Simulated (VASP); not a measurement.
Here is a VASP 6.6.1 calculation.

The input INCAR:

```
ALGO     = Normal         # electronic algorithm
EDIFF    = 1E-6           # SCF threshold, eV
ENCUT    = 520            # plane-wave cutoff, eV
GGA      = PE             # functional
ISIF     = 2              # what is computed and relaxed
ISMEAR   = 0              # smearing method
LASPH    = T              # aspherical terms in the spheres
LCHARG   = T              # write CHGCAR
LELF     = T              # ELF
LREAL    = F              # projectors in reciprocal space
LVHAR    = T            
LWAVE    = F              # write WAVECAR
NBANDS   = 22             # bands
NELM     = 60             # most SCF steps
PREC     = Accurate       # precision mode
SIGMA    = 0.1            # smearing width, eV
```

The input KPOINTS:

```
k-points
0
Gamma
  4 4 4
```

File POSCAR:

```
AsSe4
1.0
   -3.2018708700      3.2018708700      3.2018708700
    3.2018708700     -3.2018708700      3.2018708700
    3.2018708700      3.2018708700     -3.2018708700
As Se
1 4
Direct
    0.0000000000      0.0000000000      0.0000000000
    0.5000000000      0.5000000000      0.5000000000
    0.5000000000      0.0000000000      0.0000000000
    0.0000000000      0.0000000000      0.5000000000
    0.0000000000      0.5000000000      0.0000000000
```

Potentials or basis: VASP PAW PBE potentials, release 64 (As, Se).

Command:

```console
$ cat potpaw_PBE.64/As/POTCAR potpaw_PBE.64/Se/POTCAR > POTCAR
$ mpirun -np 1 vasp_std > vasp.out
```

Task: What does it give for the band gap on the k mesh?

Result: Zero (an odd number of electrons rules out a gap without spin polarisation).

Task: What does it give for the pressure?

Result: -2.8 GPa.
